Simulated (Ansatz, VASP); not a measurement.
**Two plane-wave programs on MgO**

POSCAR

```
MgO
1.0
    0.0000000000      2.0970013927      2.0970013927
    2.0970013927      0.0000000000      2.0970013927
    2.0970013927      2.0970013927      0.0000000000
Mg O
1 1
Direct
    0.0000000000      0.0000000000      0.0000000000
    0.5000000000      0.5000000000      0.5000000000
```

INCAR.step1

```
  PREC = Accurate
  ENCUT = 520
  EDIFF = 1E-5
  ISMEAR = -1
  SIGMA = 0.05
  LREAL = False
  LASPH = True
  NELM = 100
  ALGO = Normal
  ISIF = 2
  LWAVE = True
  LCHARG = False
  GGA = PE
  NBANDS = 11
```

File INCAR.step2:

```
  PREC = Accurate
  ENCUT = 520
  EDIFF = 1E-6
  ISMEAR = -1
  SIGMA = 0.05
  LREAL = False
  LASPH = True
  NELM = 100
  ALGO = Normal
  ISIF = 2
  LWAVE = False
  LCHARG = False
  METAGGA = R2SCAN
  LHFCALC = True
  AEXX = 0.1
  LMIXTAU = True
  PRECFOCK = Normal
  ISTART = 1
  NBANDS = 11
```

Contents of KPOINTS:

```
regular mesh
0
Gamma
  6 6 6
```

The input input.yaml:

```yaml
crystal:
  lattice:
    - [0.0, 2.0970013927, 2.0970013927]
    - [2.0970013927, 0.0, 2.0970013927]
    - [2.0970013927, 2.0970013927, 0.0]
  atoms:
    - { symbol: Mg, position: [0.0, 0.0, 0.0] }
    - { symbol: O, position: [0.5, 0.5, 0.5] }
hamiltonian:
  xc: { exchange: r2scan, correlation: r2scan, exx: { coeff: 0.1 } }
  pseudopotentials: { kind: paw }
kpoints:
  mp_grid: { grid: [6, 6, 6] }
scf:
  occupations: { method: fermi_dirac, width: 0.05 }
output:
  forces: true
  stress: true
  eigenvalues: true
```

Alike in both runs: task single point; functional r2SCAN-based global hybrid; k mesh 6 × 6 × 6; occupations fermi-dirac, width 0.05 eV; no spin polarisation.

|  | VASP | Ansatz |
| --- | --- | --- |
| version | VASP 6.6.1 | Ansatz 0.2.0 |
| potentials or method | VASP PAW PBE potentials, release 64 (Mg, O) | Ansatz PAW |
| plane-wave cutoff (eV) | 520 | 500 |
| valence electrons in the cell | 8 | 16 |

Ansatz gave:

```
gap on the k mesh at the Fermi level (eV) : 6.63
least direct gap on the mesh (eV)         : 6.63
pressure (GPa)                            : -0.2
```

Q: Which values does VASP return?

A: gap on the k mesh at the Fermi level (eV): 6.61; least direct gap on the mesh (eV): 6.61; pressure (GPa): -1.1.

VASP's potentials were made for PBE, not for r2SCAN-based global hybrid. With one functional, cell and mesh, what is left measures potentials, basis and numerics. VASP's potentials hold 8 valence electrons a cell and Ansatz's 16, so a difference there can come from the potentials and not from the codes.

The k mesh is coarse, so the values compare programs but aren't converged.
